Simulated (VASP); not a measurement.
**Si2W (AlB2 type): relaxation of shape and atoms at fixed volume with PBE**

The system is Si2W (AlB2 type).

```
CELL_PARAMETERS angstrom
3.70514 0.00000 0.00000
-1.85257 3.20875 0.00000
0.00000 0.00000 2.21428
ATOMIC_POSITIONS crystal
W 0.00000 0.00000 0.00000
Si 0.33333 0.66667 0.50000
Si 0.66667 0.33333 0.50000
```

```json
{"Program": "VASP 6.6.1", "Task": "relaxation of shape and atoms at fixed volume", "Functional": "PBE", "Potentials or basis": "VASP PAW PBE potentials, release 64 (W_sv, Si)", "Cutoff": "600 eV", "k mesh": "10 × 10 × 8", "Occupations": "fermi-dirac, width 0.1 eV", "Spin": "no spin polarisation", "Dipole correction": "no", "Further INCAR settings": "ALGO = Normal; EDIFF = 1e-06; IBRION = 2; EDIFFG = -0.005; NSW = 50; ISIF = 4"}
```

```json
{
  "Energy gained by relaxing": "96.1 meV/atom",
  "Ionic steps": "16",
  "Pressure after relaxing": "246.0 GPa",
  "Band gap on the k mesh": "zero (band 11 reaches 21.39 eV, above the bottom of band 12 at 16.86 eV)"
}
```

The path:
| step | energy change (eV) | largest force (eV/Å) | pressure (GPa) | volume (Å³) |
| --- | --- | --- | --- | --- |
| 1 | 0.0000 | 0.0000 | 253.20 | 26.33 |
| 2 | 0.6159 | 0.0000 | 250.32 | 26.33 |
| 3 | -0.2872 | 0.0000 | 245.85 | 26.33 |
| 4 | -0.2882 | 0.0000 | 246.00 | 26.33 |
| 5 | -0.2881 | 0.0000 | 246.09 | 26.33 |
| 6 | -0.2881 | 0.0000 | 246.11 | 26.33 |
| 7 | -0.2881 | 0.0000 | 246.09 | 26.33 |
| 8 | -0.2881 | 0.0000 | 246.09 | 26.33 |
| 9 | -0.2881 | 0.0000 | 246.09 | 26.33 |
| 10 | -0.2881 | 0.0000 | 246.09 | 26.33 |
| 11 | -0.2881 | 0.0000 | 246.09 | 26.33 |
| 12 | -0.2881 | 0.0000 | 246.09 | 26.33 |
| 13 | -0.2881 | 0.0000 | 246.09 | 26.33 |
| 14 | -0.2882 | 0.0000 | 246.08 | 26.33 |
| 15 | -0.2882 | 0.0000 | 246.07 | 26.33 |
| 16 | -0.2882 | 0.0000 | 246.03 | 26.33 |

Final structure:
```xyz
3
Lattice="3.6278 0.0000 0.0000 -1.8139 3.1418 0.0000 0.0000 0.0000 2.3096" Properties=species:S:1:pos:R:3 pbc="T T T"
W     0.0000    0.0000    2.3096
Si    0.0000    2.0945    1.1548
Si    1.8139    1.0473    1.1548
```

Levels at points of the mesh, in eV from the Fermi level:
```tsv
k point	band 9	band 10	band 11	band 12	band 13	band 14
(0.00, 0.00, 0.00)	-4.45	-0.71	-0.71	3.06	3.06	6.58
(0.50, 0.00, 0.00)	-4.39	-3.86	1.29	2.54	4.14	5.39
(0.00, 0.00, 0.50)	-4.76	-4.76	-2.86	-2.86	-0.95	6.98
(0.50, 0.00, 0.50)	-7.38	-1.06	-0.72	0.96	1.78	2.76
```

Wall time 2.4 min on 1 thread of AMD EPYC 9R45 (Zen 5), on a shared host, peak memory 0.13 GiB.

Caveat: spin-orbit coupling is left out, which moves the levels of the heavy elements.
